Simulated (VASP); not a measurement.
# AlNi (rocksalt type) (Fm-3m) in VASP: a series of runs

AlNi (rocksalt type) is run at these levels: LDA; tasks: single point.

All numbers are computed with VASP 6.6.1; they aren't measurements. Logs are shortened: lines on timing, memory, paths and dates and some standing lists are left out, and cuts for length are marked.

## (1) The cell of the first run

It takes space group Fm-3m (No. 225, cubic). The conventional cell has a = 3.891 Å, b = 3.891 Å, c = 3.891 Å, α = 90.00°, β = 90.00°, γ = 90.00°. Ni (site symmetry m-3m) has 6 Al at 1.95 Å within 2.6 Å. Within 2.6 Å of Al (site symmetry m-3m) lie 6 Ni at 1.95 Å.

## (2) Single point, LDA (7.36 Å³/atom)

Contents of INCAR:

```
SYSTEM = AlNi
PREC = Accurate
ENCUT = 520
EDIFF = 1E-6
ISMEAR = -1
SIGMA = 0.1
LREAL = .FALSE.
LASPH = .TRUE.
NELM = 60
ALGO = Normal
ISIF = 2
LWAVE = .FALSE.
LCHARG = .TRUE.
LELF = .TRUE.
LVHAR = .TRUE.
NBANDS = 14
```

Contents of KPOINTS:

```
Automatic mesh
0
G
  15 15 15
  0 0 0
```

Contents of POSCAR:

```
AlNi
1.0
    0.0000000000      1.9456050348      1.9456050348
    1.9456050348      0.0000000000      1.9456050348
    1.9456050348      1.9456050348      0.0000000000
Ni Al
1 1
Direct
    0.0000000000      0.0000000000      0.0000000000
    0.5000000000      0.5000000000      0.5000000000
```

Potentials or basis: VASP PAW LDA potentials, release 64 (Ni, Al).

On the command line:

```bash
$ cat potpaw_LDA.64/Ni/POTCAR potpaw_LDA.64/Al/POTCAR > POTCAR
$ mpirun -np 1 vasp_std > vasp.out
```

OUTCAR:

```text
SYSTEM = AlNi
   PREC = Accurate
   ENCUT = 520
   EDIFF = 1E-6
   ISMEAR = -1
   LREAL = .FALSE.
   LASPH = .TRUE.
   NELM = 60
   ISIF = 2

 ion  position               nearest neighbor table
   1  0.000  0.000  0.000-   2 1.95   2 1.95   2 1.95   2 1.95   2 1.95   2 1.95
   2  0.500  0.500  0.500-   1 1.95   1 1.95   1 1.95   1 1.95   1 1.95   1 1.95

  LATTYP: Found a face centered cubic cell.
 ALAT       =     3.8912100696

  Lattice vectors:

 A1 = (   0.0000000000,   1.9456050348,   1.9456050348)
 A2 = (   1.9456050348,   0.0000000000,   1.9456050348)
 A3 = (   1.9456050348,   1.9456050348,   0.0000000000)

Analysis of symmetry for initial positions (statically):
=====================================================================
 Subroutine PRICEL returns:
 Original cell was already a primitive cell.

 Routine SETGRP: Setting up the symmetry group for a
 face centered cubic supercell.

 Subroutine GETGRP returns: Found 48 space group operations
 (whereof 48 operations were pure point group operations)
 out of a pool of 48 trial point group operations.

The static configuration has the point symmetry O_h .

Analysis of symmetry for dynamics (positions and initial velocities):
=====================================================================
 Subroutine PRICEL returns:
 Original cell was already a primitive cell.

 Routine SETGRP: Setting up the symmetry group for a
 face centered cubic supercell.

 Subroutine GETGRP returns: Found 48 space group operations
 (whereof 48 operations were pure point group operations)
 out of a pool of 48 trial point group operations.

The dynamic configuration has the point symmetry O_h .

 Subroutine INISYM returns: Found 48 space group operations
 (whereof 48 operations are pure point group operations),
 and found     1 'primitive' translations

----------------------------------------------------------------------------------------

                                     Primitive cell

  volume of cell :      14.7297

  direct lattice vectors                    reciprocal lattice vectors
     0.000000000  1.945605035  1.945605035    -0.256989467  0.256989467  0.256989467
     1.945605035  0.000000000  1.945605035     0.256989467 -0.256989467  0.256989467
     1.945605035  1.945605035  0.000000000     0.256989467  0.256989467 -0.256989467

  length of vectors
     2.751501027  2.751501027  2.751501027     0.445118813  0.445118813  0.445118813

  position of ions in fractional coordinates (direct lattice)
     0.000000000  0.000000000  0.000000000
     0.500000000  0.500000000  0.500000000

[... 87 lines left out ...]
   NELECT =      13.0000    total number of electrons
   NUPDOWN=      -1.0000    fix difference up-down
   EMIN   =  10.00;   EMAX   =-10.00  energy-range for DOS
   EFERMI =   0.00;   METHOD = LEGACY
   ISMEAR =    -1;   SIGMA  =   0.10  broadening in eV -4-tet -1-fermi 0-gaus
   EFERMI_NEDOS =   21; number of points for ismear=-14 and -15
   IALGO  =     38    algorithm
   IMIX   =      4    mixing-type and parameters
     AMIX     =   0.40;   BMIX     =  1.00
     AMIX_MAG =   1.60;   BMIX_MAG =  1.00
  volume/ion in A,a.u.               =       7.36        49.70
  Fermi-wavevector in a.u.,A,eV,Ry     =   1.570331  2.967496 33.551153  2.465940
  Thomas-Fermi vector in A             =   2.672080
   LORBIT       =      0    0 simple, 1 ext, 2 COOP (PROOUT), +10 PAW based schemes
   GGA     = CA    functional components
   LHFCALC =     F    Hartree Fock is set to
   AEXX    =    0.0000 exact exchange contribution
   IVDW    =     0    specifies the selected vdW correction
   LEPSILON=     F    determine dielectric tensor
   LRPA    =     F    only Hartree local field effects (RPA)
 non-spin polarized calculation
  energy-cutoff  :      520.00
  volume of cell :       14.73
 maximum number of plane-waves:       411
   NGX = 11   NGY = 11   NGZ = 11

 number of electron      13.0000010 magnetization

 Free energy of the ion-electron system (eV)
  ---------------------------------------------------
  ext. energy  EPLUGINS =         0.00000000
  ---------------------------------------------------
  free energy    TOTEN  =        -4.73237150 eV

  energy without entropy =       -4.71884273  energy(sigma->0) =       -4.72560711

 E-fermi :  18.5456     XC(G=0): -14.7896

 val. band max:       18.5405643864   @ k =   0.4000   0.0667   0.0000
 cond. band min:      18.5625598938   @ k =   0.4667   0.4667   0.0000
 fundamental gap:      0.0219955074
 Fermi energy:        18.5456452428

 k-point     1 :       0.0000    0.0000    0.0000
  band No.  band energies     occupation
      1       3.0152      2.00000
      2      12.7398      2.00000
      3      12.7398      2.00000
      4      12.7398      2.00000
      5      13.2002      2.00000
      6      13.2002      2.00000
      7      30.4538      0.00000
      8      30.4538      0.00000
      9      30.4538      0.00000
     10      30.8606      0.00000
     11      32.2997      0.00000
     12      32.2997      0.00000
     13      32.2997      0.00000
     14      39.6304      0.00000
[... 377 lines left out ...]
      1       4.2373      2.00000
      2      12.1090      2.00000
      3      12.8264      2.00000
      4      13.0981      2.00000
      5      13.2441      2.00000
      6      13.4971      2.00000
      7      25.6270      0.00000
      8      26.7171      0.00000
      9      28.7984      0.00000
     10      30.5279      0.00000
     11      31.6557      0.00000
     12      35.2008      0.00000
     13      35.7036      0.00000
     14      38.1300      0.00000

 [... further k-points ...]

------------------------ aborting loop because EDIFF is reached ----------------------------------------

  FORCE on cell =-STRESS in cart. coord.  units (eV):
  Direction    XX          YY          ZZ          XY          YZ          ZX
  --------------------------------------------------------------------------------------
  -------------------------------------------------------------------------------------
  Total       25.0974005     25.0974005     25.0974005      0.0000000     -0.0000000      0.0000000
  in kB     2729.8908502   2729.8908502   2729.8908502      0.0000000     -0.0000000      0.0000000
  external PRESSURE =    2729.8908502 kB  Pullay stress =       0.0000000 kB

 VOLUME and BASIS-vectors are now :
 -----------------------------------------------------------------------------
  energy-cutoff  :      520.00
  volume of cell :       14.73
      direct lattice vectors                 reciprocal lattice vectors
     0.000000000  1.945605035  1.945605035    -0.256989467  0.256989467  0.256989467
     1.945605035  0.000000000  1.945605035     0.256989467 -0.256989467  0.256989467
     1.945605035  1.945605035  0.000000000     0.256989467  0.256989467 -0.256989467

 POSITION                                       TOTAL-FORCE (eV/Angst)
 -----------------------------------------------------------------------------------
      0.00000      0.00000      0.00000         0.000000      0.000000      0.000000
      1.94561      1.94561      1.94561        -0.000000      0.000000      0.000000
 -----------------------------------------------------------------------------------
    total drift:                                0.000000     -0.000000     -0.000000

  FREE ENERGIE OF THE ION-ELECTRON SYSTEM (eV)
  ---------------------------------------------------
  free  energy   TOTEN  =        -4.7323715013 eV

  energy  without entropy=       -4.7188427281  energy(sigma->0) =       -4.72560711
```

OSZICAR:

```text
N       E                     dE             d eps       ncg     rms          rms(c)
DAV:   1     0.541954781492E+02    0.54195E+02   -0.55701E+03  3544   0.114E+03
DAV:   2    -0.342480511420E+01   -0.57620E+02   -0.52729E+02  3798   0.212E+02
DAV:   3    -0.559965820274E+01   -0.21749E+01   -0.21626E+01  3858   0.430E+01
DAV:   4    -0.562321314844E+01   -0.23555E-01   -0.23549E-01  3936   0.417E+00
DAV:   5    -0.562370745323E+01   -0.49430E-03   -0.49430E-03  4032   0.626E-01    0.151E+01
DAV:   6    -0.516391714496E+01    0.45979E+00   -0.52733E+00  3822   0.433E+01    0.584E+00
DAV:   7    -0.483243601073E+01    0.33148E+00   -0.16957E+00  3876   0.258E+01    0.502E+00
DAV:   8    -0.473374430705E+01    0.98692E-01   -0.83729E-02  4952   0.418E+00    0.663E-01
DAV:   9    -0.473240607905E+01    0.13382E-02   -0.64191E-03  5100   0.132E+00    0.318E-01
DAV:  10    -0.473237393177E+01    0.32147E-04   -0.66524E-04  4794   0.409E-01    0.760E-02
DAV:  11    -0.473237157997E+01    0.23518E-05   -0.17517E-05  4648   0.598E-02    0.156E-02
DAV:  12    -0.473237150132E+01    0.78650E-07   -0.35517E-07  2784   0.719E-03
   1 F= -.47323715E+01 E0= -.47256071E+01  d E =-.135288E-01
```

stdout:

```text
POSCAR found type information on POSCAR NiAl
 POSCAR found :  2 types and       2 ions
 scaLAPACK will be used
 LDA part: xc-table for (Slater(with rela. corr.)+CA(PZ))
 , standard interpolation
 POSCAR, INCAR and KPOINTS ok, starting setup
 FFT: planning ... GRIDC
 FFT: planning ... GRID_SOFT
 FFT: planning ... GRID
 WAVECAR not read
 entering main loop
```

Run time: 13 s. Hardware: 1 thread of Intel Xeon Platinum 8559C (Emerald Rapids), shared host; peak memory 0.13 GiB.

What came out:

| Property | Result |
| --- | --- |
| Free energy | -4.7324 eV |
| Pressure | 273.0 GPa |
| Band gap on the k mesh | zero (an odd number of electrons rules out a gap without spin polarisation) |

Caveat: the cell stands under pressure. Spin polarisation is off, so any magnetic state and its effect on volume and gap are missing.

## (3) Single point, LDA (7.36 Å³/atom)

Contents of INCAR:

```
SYSTEM = AlNi
PREC = Accurate ; ENCUT = 520
EDIFF = 1E-7 ; ISMEAR = -1
SIGMA = 0.1 ; LREAL = .False.
LASPH = .True. ; NELM = 80
ALGO = Normal ; ISIF = 2
LWAVE = .False. ; LCHARG = .False.
GGA = CA ; NBANDS = 14
```

Contents of KPOINTS:

```
Automatic mesh
0
Gamma
  15 15 15
  0 0 0
```

POSCAR is that of step 2.

Potentials or basis: VASP PAW LDA potentials, release 64 (Ni, Al).

On the command line:

```bash
$ cat potpaw_LDA.64/Ni/POTCAR potpaw_LDA.64/Al/POTCAR > POTCAR
$ mpirun -np 1 vasp_std > vasp.out
```

OUTCAR:

```text
SYSTEM = AlNi
   PREC = Accurate
   ENCUT = 520
   EDIFF = 1E-7
   ISMEAR = -1
   LREAL = .False.
   LASPH = .True.
   NELM = 80
   ISIF = 2
   GGA = CA

 ion  position               nearest neighbor table
   1  0.000  0.000  0.000-   2 1.95   2 1.95   2 1.95   2 1.95   2 1.95   2 1.95
   2  0.500  0.500  0.500-   1 1.95   1 1.95   1 1.95   1 1.95   1 1.95   1 1.95

  LATTYP: Found a face centered cubic cell.
 ALAT       =     3.8912100696

  Lattice vectors:

 A1 = (   0.0000000000,   1.9456050348,   1.9456050348)
 A2 = (   1.9456050348,   0.0000000000,   1.9456050348)
 A3 = (   1.9456050348,   1.9456050348,   0.0000000000)

Analysis of symmetry for initial positions (statically):
=====================================================================
 Subroutine PRICEL returns:
 Original cell was already a primitive cell.

 Routine SETGRP: Setting up the symmetry group for a
 face centered cubic supercell.

 Subroutine GETGRP returns: Found 48 space group operations
 (whereof 48 operations were pure point group operations)
 out of a pool of 48 trial point group operations.

The static configuration has the point symmetry O_h .

Analysis of symmetry for dynamics (positions and initial velocities):
=====================================================================
 Subroutine PRICEL returns:
 Original cell was already a primitive cell.

 Routine SETGRP: Setting up the symmetry group for a
 face centered cubic supercell.

 Subroutine GETGRP returns: Found 48 space group operations
 (whereof 48 operations were pure point group operations)
 out of a pool of 48 trial point group operations.

The dynamic configuration has the point symmetry O_h .

 Subroutine INISYM returns: Found 48 space group operations
 (whereof 48 operations are pure point group operations),
 and found     1 'primitive' translations

----------------------------------------------------------------------------------------

[... 120 lines left out ...]
   IVDW    =     0    specifies the selected vdW correction
   LEPSILON=     F    determine dielectric tensor
   LRPA    =     F    only Hartree local field effects (RPA)
 non-spin polarized calculation
  energy-cutoff  :      520.00
  volume of cell :       14.73
 maximum number of plane-waves:       411
   NGX = 11   NGY = 11   NGZ = 11

 number of electron      13.0000010 magnetization

 Free energy of the ion-electron system (eV)
  ---------------------------------------------------
  ext. energy  EPLUGINS =         0.00000000
  ---------------------------------------------------
  free energy    TOTEN  =        -4.73237151 eV

  energy without entropy =       -4.71884274  energy(sigma->0) =       -4.72560712

 E-fermi :  18.5456     XC(G=0): -14.7896

 val. band max:       18.5405643848   @ k =   0.4000   0.0667   0.0000
 cond. band min:      18.5625598936   @ k =   0.4667   0.4667   0.0000
 fundamental gap:      0.0219955087
 Fermi energy:        18.5456452423

 k-point     1 :       0.0000    0.0000    0.0000
  band No.  band energies     occupation
      1       3.0152      2.00000
      2      12.7398      2.00000
      3      12.7398      2.00000
      4      12.7398      2.00000
      5      13.2002      2.00000
      6      13.2002      2.00000
      7      30.4538      0.00000
      8      30.4538      0.00000
      9      30.4538      0.00000
     10      30.8606      0.00000
     11      32.2997      0.00000
     12      32.2997      0.00000
     13      32.2997      0.00000
     14      39.6304      0.00000
[... 377 lines left out ...]
      1       4.2373      2.00000
      2      12.1090      2.00000
      3      12.8264      2.00000
      4      13.0981      2.00000
      5      13.2441      2.00000
      6      13.4971      2.00000
      7      25.6270      0.00000
      8      26.7171      0.00000
      9      28.7984      0.00000
     10      30.5279      0.00000
     11      31.6557      0.00000
     12      35.2008      0.00000
     13      35.7036      0.00000
     14      38.1300      0.00000

 [... further k-points ...]

------------------------ aborting loop because EDIFF is reached ----------------------------------------

  FORCE on cell =-STRESS in cart. coord.  units (eV):
  Direction    XX          YY          ZZ          XY          YZ          ZX
  --------------------------------------------------------------------------------------
  -------------------------------------------------------------------------------------
  Total       25.0955183     25.0955183     25.0955183      0.0000000      0.0000000      0.0000000
  in kB     2729.6861250   2729.6861250   2729.6861250      0.0000000      0.0000000      0.0000000
  external PRESSURE =    2729.6861250 kB  Pullay stress =       0.0000000 kB

 VOLUME and BASIS-vectors are now :
 -----------------------------------------------------------------------------
  energy-cutoff  :      520.00
  volume of cell :       14.73
      direct lattice vectors                 reciprocal lattice vectors
     0.000000000  1.945605035  1.945605035    -0.256989467  0.256989467  0.256989467
     1.945605035  0.000000000  1.945605035     0.256989467 -0.256989467  0.256989467
     1.945605035  1.945605035  0.000000000     0.256989467  0.256989467 -0.256989467

 POSITION                                       TOTAL-FORCE (eV/Angst)
 -----------------------------------------------------------------------------------
      0.00000      0.00000      0.00000         0.000000      0.000000      0.000000
      1.94561      1.94561      1.94561        -0.000000     -0.000000     -0.000000
 -----------------------------------------------------------------------------------
    total drift:                                0.000000     -0.000000     -0.000000

  FREE ENERGIE OF THE ION-ELECTRON SYSTEM (eV)
  ---------------------------------------------------
  free  energy   TOTEN  =        -4.7323715089 eV

  energy  without entropy=       -4.7188427357  energy(sigma->0) =       -4.72560712
```

stdout:

```text
POSCAR found type information on POSCAR NiAl
 POSCAR found :  2 types and       2 ions
 scaLAPACK will be used
 LDA part: xc-table for (Slater(with rela. corr.)+CA(PZ))
 , standard interpolation
 POSCAR, INCAR and KPOINTS ok, starting setup
 FFT: planning ... GRIDC
 FFT: planning ... GRID_SOFT
 FFT: planning ... GRID
 WAVECAR not read
 entering main loop
```

Wall time 13 s (1 thread of Intel Xeon Platinum 8559C (Emerald Rapids), shared host); peak memory 0.13 GiB.

What came out:

```yaml
Free_energy: -4.7324 eV
Pressure: 273.0 GPa
Band_gap_on_the_k_mesh: zero (an odd number of electrons rules out a gap without spin polarisation)
```

Caveat: the cell stands under pressure. Spin polarisation is off, so any magnetic state and its effect on volume and gap are missing.

## (4) Single point, LDA (8.57 Å³/atom)

This run uses another cell than the first one, of 8.57 Å³/atom.

Contents of INCAR:

```
ALGO = Normal
EDIFF = 1E-7
ENCUT = 520
GGA = CA
ISIF = 2
ISMEAR = -1
LASPH = True
LCHARG = False
LREAL = False
LWAVE = False
NBANDS = 14
NELM = 80
PREC = Accurate
SIGMA = 0.1
```

Contents of KPOINTS:

```
k-points
0
Gamma
  15 15 15
```

Contents of POSCAR:

```
AlNi
1.0
    0.0000000000      2.0464153100      2.0464153100
    2.0464153100      0.0000000000      2.0464153100
    2.0464153100      2.0464153100      0.0000000000
Ni Al
1 1
Direct
    0.0000000000      0.0000000000      0.0000000000
    0.5000000000      0.5000000000      0.5000000000
```

On the command line:

```bash
$ cat potpaw_LDA.64/Ni/POTCAR potpaw_LDA.64/Al/POTCAR > POTCAR
$ mpirun -np 1 vasp_std > vasp.out
```

Run time: 14 s. Hardware: 1 thread of Intel Xeon Platinum 8559C (Emerald Rapids), shared host; peak memory 0.15 GiB.

It converged, with:

- Free energy: -7.8143 eV
- Pressure: 149.2 GPa
- Band gap on the k mesh: zero (an odd number of electrons rules out a gap without spin polarisation)

Levels at points of the mesh, in eV from the Fermi level:
```csv
k point,band 2,band 3,band 4,band 5,band 6,band 7,band 8,band 9,band 10,band 11
"(0.00, 0.00, 0.00)",-4.58,-4.58,-4.58,-4.27,-4.27,10.42,10.42,10.42,12.46,12.98
```

Caveat: the cell stands under pressure.

## (5) Single point, LDA (9.64 Å³/atom)

This run uses another cell than the first one, of 9.64 Å³/atom.

Contents of INCAR:

```
SYSTEM = AlNi
PREC = Accurate
ENCUT = 520
EDIFF = 1E-7
ISMEAR = -1
SIGMA = 0.1
LREAL = .FALSE.
LASPH = .TRUE.
NELM = 60
ALGO = Normal
ISIF = 2
LWAVE = .FALSE.
LCHARG = .FALSE.
GGA = CA
NBANDS = 14
```

Contents of KPOINTS:

```
regular mesh
0
G
  15 15 15
  0 0 0
```

Contents of POSCAR:

```
AlNi
1.0
    0.0000000000      2.1283576908      2.1283576908
    2.1283576908      0.0000000000      2.1283576908
    2.1283576908      2.1283576908      0.0000000000
Ni Al
1 1
Direct
    0.0000000000      0.0000000000      0.0000000000
    0.5000000000      0.5000000000      0.5000000000
```

On the command line:

```bash
$ cat potpaw_LDA.64/Ni/POTCAR potpaw_LDA.64/Al/POTCAR > POTCAR
$ mpirun -np 1 vasp_std > vasp.out
```

It took 14 s on 1 thread of Intel Xeon Platinum 8559C (Emerald Rapids), shared host; peak memory 0.14 GiB.

It converged, with:

* Free energy: -9.3528 eV
* Pressure: 86.0 GPa
* Band gap on the k mesh: zero (an odd number of electrons rules out a gap without spin polarisation)

Levels at points of the mesh, in eV from the Fermi level:
| k point | band 4 | band 5 | band 6 | band 7 | band 8 | band 9 |
| --- | --- | --- | --- | --- | --- | --- |
| (0.00, 0.00, 0.00) | -3.80 | -3.59 | -3.59 | 9.39 | 9.39 | 9.39 |

Caveat: the cell stands under pressure. Spin polarisation is off, so any magnetic state and its effect on volume and gap are missing.

## (6) The runs side by side

| cell | gap on the mesh (eV) | pressure (GPa) |
| --- | --- | --- |
| a = 2.752 Å, angles 60.0°, 2 atoms | none | 273.0 |
| a = 2.894 Å, angles 60.0°, 2 atoms | none | 149.2 |
| a = 3.010 Å, angles 60.0°, 2 atoms | none | 86.0 |

Alike in all rows: task single point; level LDA; potentials or basis VASP PAW LDA potentials, release 64 (Ni, Al); no spin polarisation; k mesh 15 × 15 × 15; cutoff (eV) 520; smearing fermi-dirac 0.1 eV.

Caveats: the cell stands under pressure.

Absolute energies hang on the potentials; compare differences alone.
